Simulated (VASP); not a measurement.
A run of VASP 6.6.1 is set up as follows.

Contents of INCAR:

```
SYSTEM = Ti
PREC     = Accurate       ! precision mode
ENCUT    = 520            ! plane-wave cutoff, eV
EDIFF    = 1E-6           ! SCF threshold, eV
ISMEAR   = 0              ! smearing method
SIGMA    = 0.1            ! smearing width, eV
LREAL    = .False.        ! projectors in reciprocal space
LASPH    = .True.         ! aspherical terms in the spheres
NELM     = 80             ! most SCF steps
ALGO     = Normal         ! electronic algorithm
ISIF     = 2              ! what is computed and relaxed
LWAVE    = .False.        ! write WAVECAR
LCHARG   = .False.        ! write CHGCAR
LDIPOL   = .True.       
IDIPOL   = 3            
DIPOL    = 0.5 0.5 0.500
GGA      = PE             ! functional
NBANDS   = 58             ! bands
```

KPOINTS

```
Automatic mesh
0
Gamma
  12 8 1
  0 0 0
```

File POSCAR:

```
Ti
1.0
    2.8321726458      0.0000000000      0.0000000000
    0.0000000000      4.5795363026      0.0000000000
    0.0000000000      0.0000000000     24.2539878097
Ti
8
Direct
    0.5000000000      0.0000000000      0.3125107403
    0.0000000000      0.5000000000      0.3647112334
    0.5000000000      0.0000000000      0.4182470906
    0.5000000000      0.5000000000      0.4733723801
    0.0000000000      0.0000000000      0.5265493869
    0.5000000000      0.5000000000      0.5834680800
    0.5000000000      0.0000000000      0.6383887229
    0.0000000000      0.5000000000      0.6827523658
```

Potentials or basis: VASP PAW PBE potentials, release 64 (Ti_sv).

Launch:

```sh
$ cat potpaw_PBE.64/Ti_sv/POTCAR > POTCAR
$ mpirun -np 1 vasp_std > vasp.out
```

(1) Predict the band gap on the k mesh.

(2) Estimate the largest force.

## Answers

(1) zero (bands 48 and 49 overlap by 0.10 eV).

(2) 0.026 eV/Å.
